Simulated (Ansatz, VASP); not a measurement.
## One calculation of WS2, two programs

INCAR

```
SYSTEM = WS2
  PREC = Accurate
  ENCUT = 520
  EDIFF = 1E-7
  ISMEAR = 0
  SIGMA = 0.05
  LREAL = .False.
  LASPH = .True.
  NELM = 80
  ALGO = Normal
  ISIF = 2
  LWAVE = .False.
  LCHARG = .False.
  GGA = PS
  NBANDS = 20
```

Contents of KPOINTS:

```
Automatic mesh
0
Gamma
  12 12 2
  0 0 0
```

The input POSCAR:

```
WS2
1.0
    3.1457762098      0.0000000000      0.0000000000
   -1.5728881049      2.7243221123      0.0000000000
    0.0000000000      0.0000000000     16.9534209708
W S
1 2
Direct
    0.3561340772      0.6043738758      0.0000000000
    0.6666666667      0.3333333333      0.9075761480
    0.6666666667      0.3333333333      0.0924238520
```

Input for Ansatz:

```yaml
crystal:
  lattice:
    - [3.1457762098, 0.0, 0.0]
    - [-1.5728881049, 2.7243221123, 0.0]
    - [0.0, 0.0, 16.9534209708]
  atoms:
    - { symbol: W, position: [0.3561340772, 0.6043738758, 0.0] }
    - { symbol: S, position: [0.6666666667, 0.3333333333, 0.907576148] }
    - { symbol: S, position: [0.6666666667, 0.3333333333, 0.092423852] }
basis:
  ecutwfc: 420
kpoints:
  mp_grid: { grid: [12, 12, 2] }
hamiltonian:
  xc: pbesol
scf:
  occupations: { method: gaussian, width: 0.05 }
output:
  forces: true
  stress: true
  eigenvalues: true
```

Alike in both runs: task single point; functional PBEsol; k mesh 12 × 12 × 2; occupations gaussian, width 0.05 eV; no spin polarisation.

|  | VASP | Ansatz |
| --- | --- | --- |
| version | VASP 6.6.1 | Ansatz 0.2.0 |
| potentials or method | VASP PAW PBE potentials, release 64 (W_sv, S), cutoff 520 eV | scalar-relativistic, plane waves, PAW |
| valence electrons in the cell | 26 | 26 |

|  | VASP | Ansatz | Ansatz less VASP |
| --- | --- | --- | --- |
| gap on the k mesh at the Fermi level (eV) | 1.51 | 1.51 | +0.001 |
| least direct gap on the mesh (eV) | 1.87 | 1.87 | -0.005 |
| rms of the force components (eV/Å) | 2.203 | 2.200 | -0.0033 |

VASP's potentials were made for PBE, not for PBEsol. Atom by atom the forces differ by 0.010 eV/Å (rms over components). With one functional, cell and mesh, what is left measures potentials, basis and numerics.

Neither program's run includes spin-orbit coupling.
